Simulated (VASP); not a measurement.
# BaF2 (Fm-3m) in VASP: single point with r2SCAN

Aim: the single point of BaF2 with r2SCAN.

All numbers are computed with VASP 6.6.1; they aren't measurements. Logs are shortened: lines on timing, memory, paths and dates and some standing lists are left out, and cuts for length are marked.

## Step 1: The cell of the first run

It takes space group Fm-3m (No. 225, cubic). Conventional cell: a = 5.890 Å, b = 5.890 Å, c = 5.890 Å, α = 90.00°, β = 90.00°, γ = 90.00°. Within 3.4 Å of Ba (site symmetry m-3m) lie 8 F at 2.55 Å. F (site symmetry -43m) has 4 Ba at 2.55 Å and 6 F at 2.95 Å within 3.4 Å.

## Step 2: Single point, r2SCAN (strain -0.050 along x and y, -0.050 along z)

POSCAR reads:

```
BaF2
1.0
    0.0000000000      2.9450475000      2.9450475000
    2.9450475000      0.0000000000      2.9450475000
    2.9450475000      2.9450475000      0.0000000000
Ba F
1 2
Direct
    0.0000000000      0.0000000000      0.0000000000
    0.2500000000      0.2500000000      0.2500000000
    0.7500000000      0.7500000000      0.7500000000
```

INCAR.step1 reads:

```
SYSTEM = BaF2
ALGO = Normal ; EDIFF = 1E-5
ENCUT = 660 ; GGA = PE
GGA_COMPAT = .False. ; ISMEAR = 0
LASPH = .True. ; LCHARG = .False.
LREAL = .False. ; LWAVE = .True.
NBANDS = 19 ; NELM = 120
PREC = Accurate ; SIGMA = 0.05
```

INCAR.step2 reads:

```
SYSTEM = BaF2
ALGO = Normal ; EDIFF = 1E-6
ENCUT = 660 ; GGA_COMPAT = .False.
ISIF = 2 ; ISMEAR = 0
ISTART = 1 ; LASPH = .True.
LCHARG = .False. ; LMIXTAU = .True.
LREAL = .False. ; LWAVE = .False.
METAGGA = R2SCAN ; NBANDS = 19
NELM = 120 ; PREC = Accurate
SIGMA = 0.05
```

KPOINTS reads:

```
k-points
0
Gamma
  6 6 6
  0 0 0
```

Potentials or basis: VASP PAW PBE potentials, release 64 (Ba_sv, F).

Launch:

```console
$ cat potpaw_PBE.64/Ba_sv/POTCAR potpaw_PBE.64/F/POTCAR > POTCAR
$ cp INCAR.step1 INCAR
$ mpirun -np 1 vasp_std > vasp.out
$ cp INCAR.step2 INCAR
$ mpirun -np 1 vasp_std > vasp.out
```

OUTCAR:

```text
SYSTEM = BaF2
   EDIFF = 1E-6
   ENCUT = 660
   ISIF = 2
   ISMEAR = 0
   ISTART = 1
   LASPH = .True.
   LREAL = .False.
   METAGGA = R2SCAN
   NELM = 120
   PREC = Accurate

 ion  position               nearest neighbor table
   1  0.000  0.000  0.000-   3 2.55   3 2.55   3 2.55   2 2.55   3 2.55   2 2.55   2 2.55   2 2.55

   2  0.250  0.250  0.250-   1 2.55   1 2.55   1 2.55   1 2.55
   3  0.750  0.750  0.750-   1 2.55   1 2.55   1 2.55   1 2.55

  LATTYP: Found a face centered cubic cell.
 ALAT       =     5.8900950000

  Lattice vectors:

 A1 = (   0.0000000000,   2.9450475000,   2.9450475000)
 A2 = (   2.9450475000,   0.0000000000,   2.9450475000)
 A3 = (   2.9450475000,   2.9450475000,   0.0000000000)

Analysis of symmetry for initial positions (statically):
=====================================================================
 Subroutine PRICEL returns:
 Original cell was already a primitive cell.

 Routine SETGRP: Setting up the symmetry group for a
 face centered cubic supercell.

 Subroutine GETGRP returns: Found 48 space group operations
 (whereof 48 operations were pure point group operations)
 out of a pool of 48 trial point group operations.

The static configuration has the point symmetry O_h .

Analysis of symmetry for dynamics (positions and initial velocities):
=====================================================================
 Subroutine PRICEL returns:
 Original cell was already a primitive cell.

 Routine SETGRP: Setting up the symmetry group for a
 face centered cubic supercell.

 Subroutine GETGRP returns: Found 48 space group operations
 (whereof 48 operations were pure point group operations)
 out of a pool of 48 trial point group operations.

The dynamic configuration has the point symmetry O_h .

 Subroutine INISYM returns: Found 48 space group operations
 (whereof 48 operations are pure point group operations),
 and found     1 'primitive' translations

----------------------------------------------------------------------------------------

                                     Primitive cell

  volume of cell :      51.0866

  direct lattice vectors                    reciprocal lattice vectors
     0.000000000  2.945047500  2.945047500    -0.169776549  0.169776549  0.169776549
     2.945047500  0.000000000  2.945047500     0.169776549 -0.169776549  0.169776549
     2.945047500  2.945047500  0.000000000     0.169776549  0.169776549 -0.169776549

  length of vectors
     4.164926116  4.164926116  4.164926116     0.294061608  0.294061608  0.294061608

  position of ions in fractional coordinates (direct lattice)
     0.000000000  0.000000000  0.000000000
     0.250000000  0.250000000  0.250000000
     0.750000000  0.750000000  0.750000000

  ion indices of the primitive-cell ions
   primitive index   ion index
                 1           1
                 2           2
                 3           3

----------------------------------------------------------------------------------------

 KPOINTS: k-points

Automatic generation of k-mesh.
 Grid dimensions read from file:
 generate k-points for:    6    6    6

 Generating k-lattice:

  Cartesian coordinates                     Fractional coordinates (reciprocal lattice)
    -0.028296091  0.028296091  0.028296091     0.166666667  0.000000000  0.000000000
     0.028296091 -0.028296091  0.028296091     0.000000000  0.166666667  0.000000000
     0.028296091  0.028296091 -0.028296091     0.000000000  0.000000000  0.166666667

  Length of vectors
     0.049010268  0.049010268  0.049010268

  Shift w.r.t. Gamma in fractional coordinates (k-lattice)
     0.000000000  0.000000000  0.000000000

 Subroutine IBZKPT returns following result:
 ===========================================

 Found     16 irreducible k-points:

 Following reciprocal coordinates:
            Coordinates               Weight
  0.000000  0.000000  0.000000      1.000000
  0.166667  0.000000  0.000000      8.000000
  0.333333  0.000000  0.000000      8.000000
  0.500000  0.000000  0.000000      4.000000
  0.166667  0.166667  0.000000      6.000000
  0.333333  0.166667  0.000000     24.000000
[... 8 lines left out ...]
 -0.333333  0.333333  0.166667     24.000000
 -0.333333  0.500000  0.166667     12.000000
   k-points           NKPTS =     16   k-points in BZ     NKDIM =     16   number of bands    NBANDS=     19
   number of dos      NEDOS =    301   number of ions     NIONS =      3
   total plane-waves  NPLWV =  46656
   dimension x,y,z NGX =    36 NGY =   36 NGZ =   36
   dimension x,y,z NGXF=    72 NGYF=   72 NGZF=   72
   ions per type =               1   2
   NGX,Y,Z   is equivalent  to a cutoff of  14.37, 14.37, 14.37 a.u.
   NGXF,Y,Z  is equivalent  to a cutoff of  28.74, 28.74, 28.74 a.u.
 SYSTEM =  BaF2
   PREC   = accura    normal or accurate (medium, high low for compatibility)
   ISTART =      1    job   : 0-new  1-cont  2-samecut
   ICHARG =      0    charge: 1-file 2-atom 10-const
   ISPIN  =      1    spin polarized calculation?
   LNONCOLLINEAR =      F non collinear calculations
   LSORBIT =      F    spin-orbit coupling
   LASPH  =      T    aspherical Exc in radial PAW
   ENCUT  =  660.0 eV  48.51 Ry    6.96 a.u.   8.72  8.72  8.72*2*pi/ulx,y,z
   NELM   =    120;   NELMIN=  2; NELMDL=  0     # of ELM steps
   EDIFF  = 0.1E-05   stopping-criterion for ELM
   LREAL  =      F    real-space projection
   EDIFFG = 0.1E-04   stopping-criterion for IOM
   NSW    =      0    number of steps for IOM
   IBRION =     -1    ionic relax: 0-MD 1-quasi-New 2-CG
   NFREE  =      0    steps in history (QN), initial steepest desc. (CG)
   ISIF   =      2    stress and relaxation
   ISYM   =      2    0-nonsym 1-usesym 2-fastsym
   POTIM  = 0.5000    time-step for ionic-motion
   TEBEG  =    0.0;   TEEND  =   0.0 temperature during run
   PSTRESS=    0.0 pullay stress
   NELECT =      24.0000    total number of electrons
   NUPDOWN=      -1.0000    fix difference up-down
   EMIN   =  10.00;   EMAX   =-10.00  energy-range for DOS
   EFERMI =   0.00;   METHOD = LEGACY
   ISMEAR =     0;   SIGMA  =   0.05  broadening in eV -4-tet -1-fermi 0-gaus
   EFERMI_NEDOS =   21; number of points for ismear=-14 and -15
   IALGO  =     38    algorithm
   IMIX   =      4    mixing-type and parameters
     AMIX     =   0.40;   BMIX     =  1.00
     AMIX_MAG =   1.60;   BMIX_MAG =  1.00
  volume/ion in A,a.u.               =      17.03       114.92
  Fermi-wavevector in a.u.,A,eV,Ry     =   1.272652  2.404963 22.036577  1.619643
  Thomas-Fermi vector in A             =   2.405518
   LORBIT       =      0    0 simple, 1 ext, 2 COOP (PROOUT), +10 PAW based schemes
   METAGGA = R2SCAN    functional components
   LHFCALC =     F    Hartree Fock is set to
   AEXX    =    0.0000 exact exchange contribution
   IVDW    =     0    specifies the selected vdW correction
   LEPSILON=     F    determine dielectric tensor
   LRPA    =     F    only Hartree local field effects (RPA)
 non-spin polarized calculation
 Gauss-broadening in eV      SIGMA  =   0.05
  energy-cutoff  :      660.00
  volume of cell :       51.09
 maximum number of plane-waves:      1989
   NGX = 17   NGY = 17   NGZ = 17

 number of electron      24.0000009 magnetization

 Free energy of the ion-electron system (eV)
  ---------------------------------------------------
  ext. energy  EPLUGINS =         0.00000000
  ---------------------------------------------------
  free energy    TOTEN  =       -44.68272342 eV

  energy without entropy =      -44.68272342  energy(sigma->0) =      -44.68272342

 E-fermi :  -1.6495     XC(G=0): -10.0354

 val. band max:       -1.8766581463   @ k =   0.5000   0.3333   0.1667
 cond. band min:       6.0361675617   @ k =   0.5000   0.5000   0.0000
 fundamental gap:      7.9128257080
 Fermi energy:        -1.6494542065

 k-point     1 :       0.0000    0.0000    0.0000
  band No.  band energies     occupation
      1     -25.4267      2.00000
      2     -22.2687      2.00000
      3     -21.6578      2.00000
      4      -9.2985      2.00000
      5      -9.2985      2.00000
      6      -9.2985      2.00000
[... 11 lines left out ...]
     18      11.7124      0.00000
     19      15.3743      0.00000

 k-point     2 :       0.1667    0.0000    0.0000
  band No.  band energies     occupation
      1     -25.2999      2.00000
      2     -22.3089      2.00000
      3     -21.8155      2.00000
      4      -9.3908      2.00000
      5      -9.3799      2.00000
      6      -9.3799      2.00000
[... 11 lines left out ...]
     18      11.7208      0.00000
     19      14.3011      0.00000

 k-point     3 :       0.3333    0.0000    0.0000
  band No.  band energies     occupation
      1     -24.9988      2.00000
      2     -22.4643      2.00000
      3     -22.1038      2.00000
      4      -9.5311      2.00000
      5      -9.5304      2.00000
      6      -9.5304      2.00000
[... 11 lines left out ...]
     18      11.7702      0.00000
     19      13.8099      0.00000

 k-point     4 :       0.5000    0.0000    0.0000
  band No.  band energies     occupation
      1     -24.8097      2.00000
      2     -22.6319      2.00000
      3     -22.1966      2.00000
      4      -9.6005      2.00000
      5      -9.6005      2.00000
      6      -9.5848      2.00000
[... 231 lines left out ...]
     18      12.6838      0.00000
     19      14.8798      0.00000

 k-point    15 :      -0.3333    0.3333    0.1667
  band No.  band energies     occupation
      1     -24.6089      2.00000
      2     -22.6084      2.00000
      3     -22.4905      2.00000
      4      -9.9595      2.00000
      5      -9.5276      2.00000
      6      -9.5243      2.00000
[... 11 lines left out ...]
     18      13.3606      0.00000
     19      14.8975      0.00000

 k-point    16 :      -0.3333    0.5000    0.1667
  band No.  band energies     occupation
      1     -24.5294      2.00000
      2     -22.6717      2.00000
      3     -22.5276      2.00000
      4     -10.0595      2.00000
      5      -9.7675      2.00000
      6      -9.2296      2.00000
[... 11 lines left out ...]
     18      15.0966      0.00000
     19      15.1020      0.00000

------------------------ aborting loop because EDIFF is reached ----------------------------------------

  FORCE on cell =-STRESS in cart. coord.  units (eV):
  Direction    XX          YY          ZZ          XY          YZ          ZX
  --------------------------------------------------------------------------------------
  -------------------------------------------------------------------------------------
  Total        4.8093959      4.8093959      4.8093959      0.0000000      0.0000000     -0.0000000
  in kB      150.8322483    150.8322483    150.8322483      0.0000000      0.0000000     -0.0000000
  external PRESSURE =     150.8322483 kB  Pullay stress =       0.0000000 kB

 VOLUME and BASIS-vectors are now :
 -----------------------------------------------------------------------------
  energy-cutoff  :      660.00
  volume of cell :       51.09
      direct lattice vectors                 reciprocal lattice vectors
     0.000000000  2.945047500  2.945047500    -0.169776549  0.169776549  0.169776549
     2.945047500  0.000000000  2.945047500     0.169776549 -0.169776549  0.169776549
     2.945047500  2.945047500  0.000000000     0.169776549  0.169776549 -0.169776549

 POSITION                                       TOTAL-FORCE (eV/Angst)
 -----------------------------------------------------------------------------------
      0.00000      0.00000      0.00000         0.000000      0.000000      0.000000
      1.47252      1.47252      1.47252         0.000000      0.000000      0.000000
      4.41757      4.41757      4.41757        -0.000000     -0.000000     -0.000000
 -----------------------------------------------------------------------------------
    total drift:                                0.000000      0.000000      0.000000

  FREE ENERGIE OF THE ION-ELECTRON SYSTEM (eV)
  ---------------------------------------------------
  free  energy   TOTEN  =       -44.6827234155 eV

  energy  without entropy=      -44.6827234155  energy(sigma->0) =      -44.68272342
```

Wall time 3.4 min (1 thread of Intel Xeon 8259CL, shared host); peak memory 0.22 GiB.

What came out:

| Property | Result |
| --- | --- |
| Free energy | -44.6827 eV |
| Pressure | 15.1 GPa |
| Band gap on the k mesh | 7.91 eV, indirect (least direct gap 8.07 eV) |

Caveat: the cell differs from its parent crystal (strain -0.050 along x and y, -0.050 along z); the PAW data sets were made with another functional, which shifts forces and pressure a little; spin-orbit coupling is left out, which moves the levels of the heavy elements.
